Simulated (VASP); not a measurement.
The system is MgFe3O.

```
Mg Fe O
1.0
     3.76087    0.00000    0.00000
     0.00000    3.76087    0.00000
     0.00000    0.00000    3.76087
Mg Fe O
1 3 1
Direct
  0.50000 0.50000 0.50000
  0.00000 0.50000 0.50000
  0.50000 0.00000 0.50000
  0.50000 0.50000 0.00000
  0.00000 0.00000 0.00000
```

The cell was built from a structure type or drawn by symmetry, and may not be a known phase.

| Property | Result |
| --- | --- |
| Program | VASP 6.6.1 |
| Task | relaxation of cell and atoms |
| Functional | PBE |
| Potentials or basis | VASP PAW PBE potentials, release 64 (Mg, Fe, O) |
| Cutoff | 600 eV |
| k mesh | 4 × 4 × 4 |
| Occupations | gaussian, width 0.1 eV |
| Spin | collinear spin, ferromagnetic start |
| Starting moments | [0.0, 4.0, 4.0, 4.0, 0.0] μB |

At the start: pressure 78.1 GPa; volume 10.64 Å³/atom.

Q: Where does the relaxation end?

A: Over 4 steps the energy falls by 1118.5 meV/atom and the volume is 17.95 Å³/atom (+68.7 %); space group Pm-3m (No. 221, to 0.1 Å) before and after; moment 9.18 μB per cell.

Step by step:
```tsv
step	energy change (eV)	largest force (eV/Å)	pressure (GPa)	volume (Å³)
1	0.0000	0.0000	78.05	53.19
2	-5.2859	0.0000	-6.21	103.90
3	-5.5746	0.0000	1.87	86.42
4	-5.5926	0.0000	-0.10	89.74
```

Final structure:
```cif
data_structure
_symmetry_space_group_name_H-M 'P 1'
_symmetry_Int_Tables_number 1
_cell_length_a 4.4771
_cell_length_b 4.4771
_cell_length_c 4.4771
_cell_angle_alpha 90.000
_cell_angle_beta 90.000
_cell_angle_gamma 90.000
_cell_volume 89.74
loop_
_atom_site_label
_atom_site_type_symbol
_atom_site_fract_x
_atom_site_fract_y
_atom_site_fract_z
_atom_site_occupancy
Mg1 Mg 0.50000 0.50000 0.50000 1
Fe1 Fe 0.00000 0.50000 0.50000 1
Fe2 Fe 0.50000 0.00000 0.50000 1
Fe3 Fe 0.50000 0.50000 0.00000 1
O1 O 0.00000 0.00000 0.00000 1
```

Caveat: the k points lie up to 0.35 Å⁻¹ apart in the final cell; the volume moved by over 15 % at a fixed basis, so the end points are rough; only a ferromagnetic start was run, and an antiferromagnetic order may lie lower in energy.
